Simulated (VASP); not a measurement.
Runs of VASP 6.6.1 on C. The structure is that of space group Fd-3m (No. 227), or close to it. The cells are those of the table. 

```tsv
cell	gap on the mesh (eV)	pressure (GPa)
a = 2.399, b = 2.399, c = 2.270 Å, angles 61.8, 61.8, 56.5°, 2 atoms	3.12	(b)
a = 2.429, b = 2.429, c = 2.333 Å, angles 61.3, 61.3, 57.4°, 2 atoms	3.44	94.0
a = 2.491, b = 2.491, c = 2.459 Å, angles 60.4, 60.4, 59.2°, 2 atoms	3.94	27.1
a = 2.460, b = 2.460, c = 2.396 Å, angles 60.9, 60.9, 58.3°, 2 atoms	3.70	57.2
a = 2.554, b = 2.554, c = 2.585 Å, angles 59.6, 59.6, 60.8°, 2 atoms	3.44	(a)
```

Alike in all rows: task single point; level PBE; potentials or basis VASP PAW PBE potentials, release 64 (C); no spin polarisation; k mesh 12 × 12 × 12; cutoff (eV) 520; smearing gaussian 0.05 eV.

Q: Estimate the missing entries.

A: (a) -17.5; (b) 138.5.

A k mesh can miss the band edges.
